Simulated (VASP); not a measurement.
Here is a VASP 6.6.1 calculation.

INCAR

```
SYSTEM = WS2
PREC = Accurate ; ENCUT = 520
EDIFF = 1E-7 ; ISMEAR = -1
SIGMA = 0.3 ; LREAL = .False.
LASPH = .True. ; NELM = 100
ALGO = Normal ; ISIF = 2
LWAVE = .False. ; LCHARG = .False.
GGA = CA ; NBANDS = 64
```

File KPOINTS:

```
regular mesh
0
Gamma
  2 2 2
  0 0 0
```

The input POSCAR:

```
WS2
1.0
   -3.3086040000     -1.9102230000      6.4572600000
    3.3086040000     -1.9102230000      6.4572600000
    0.0000000000      3.8204460000      6.4572600000
W S
4 8
Direct
   -0.0427464931      0.0199385548      0.0369935216
    0.4544422082      0.4997785495      0.0844860622
    0.4866385367     -0.0286240937      0.5553565534
   -0.0433358392      0.4825354951      0.5204024044
    0.2736718107      0.2103822783      0.2821532497
    0.4226485134      0.3230294596      0.4991069667
    0.6648499440      0.7707858614      0.3036777735
    0.9182081524      0.8466069575      0.4505208066
    0.6622403287      0.2810825957      0.8680026224
    0.8600105862      0.4751352733      0.9112094057
    0.2275233449      0.7439647202      0.8304681826
    0.4701730478      0.9038604882      0.8984318750
```

Potentials or basis: VASP PAW LDA potentials, release 64 (W_sv, S).

Run with:

```bash
$ cat potpaw_LDA.64/W_sv/POTCAR potpaw_LDA.64/S/POTCAR > POTCAR
$ mpirun -np 1 vasp_std > vasp.out
```

Problem. What does it give for the pressure?

Solution. -4.4 GPa.

Problem. Estimate the largest force.

Solution. 4.842 eV/Å.

Forces on the atoms (eV/Å):
```
W   -0.753  0.589  0.294
W    1.029 -0.547  1.507
W   -1.609 -0.788 -3.220
W   -0.503  1.195  1.185
S    2.323  1.346  0.407
S    3.888 -1.837  1.557
S   -2.662 -0.874  0.943
S    1.112 -1.301  0.269
S   -2.529 -2.780 -3.053
S   -2.415  1.024 -0.673
S    0.832  0.223 -0.263
S    1.288  3.750  1.046
```

Caveat: the k points lie up to 0.57 Å⁻¹ apart; the atoms stand as in a frame of molecular dynamics; so wide a smearing shifts energies and pressures; forces of over 1 eV/Å act on the atoms, so gaps and moduli don't describe the material at rest.
